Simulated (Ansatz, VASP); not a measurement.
# GaP: VASP beside Ansatz

INCAR

```
PREC = Accurate ; ENCUT = 500
EDIFF = 1E-6 ; ISMEAR = 0
SIGMA = 0.02 ; LREAL = F
LASPH = T ; NELM = 120
ALGO = Normal ; ISIF = 2
LWAVE = F ; LCHARG = F
GGA = PE ; NBANDS = 16
GGA_COMPAT = F
```

Contents of KPOINTS:

```
regular mesh
0
Gamma
  8 8 8
```

The input POSCAR:

```
GaP
1.0
    0.0000000000      2.7248428723      2.7248428723
    2.7248428723      0.0000000000      2.7248428723
    2.7248428723      2.7248428723      0.0000000000
Ga P
1 1
Direct
    0.0000000000      0.0000000000      0.0000000000
    0.2500000000      0.2500000000      0.2500000000
```

Input for Ansatz:

```yaml
crystal:
  lattice:
    - [0.0, 2.7248428723, 2.7248428723]
    - [2.7248428723, 0.0, 2.7248428723]
    - [2.7248428723, 2.7248428723, 0.0]
  atoms:
    - { symbol: Ga, position: [0.0, 0.0, 0.0] }
    - { symbol: P, position: [0.25, 0.25, 0.25] }
basis:
  ecutwfc: 420
kpoints:
  mp_grid: { grid: [8, 8, 8] }
hamiltonian:
  xc: pbe
scf:
  occupations: { method: gaussian, width: 0.02 }
output:
  forces: true
  stress: true
  eigenvalues: true
```

Alike in both runs: task single point; functional PBE; k mesh 8 × 8 × 8; occupations gaussian, width 0.02 eV; no spin polarisation.

```csv
,VASP,Ansatz
version,VASP 6.6.1,Ansatz 0.2.0
potentials or method,"VASP PAW PBE potentials, release 64 (Ga_d, P), cutoff 500 eV","scalar-relativistic, plane waves, PAW"
valence electrons in the cell,18,18
```

|  | VASP | Ansatz | Ansatz less VASP |
| --- | --- | --- | --- |
| gap on the k mesh at the Fermi level (eV) | 1.64 | 1.64 | 0.000 |
| least direct gap on the mesh (eV) | 1.83 | 1.83 | +0.002 |
| pressure (GPa) | 2.5 | 2.5 | +0.09 |

With one functional, cell and mesh, what is left measures potentials, basis and numerics.
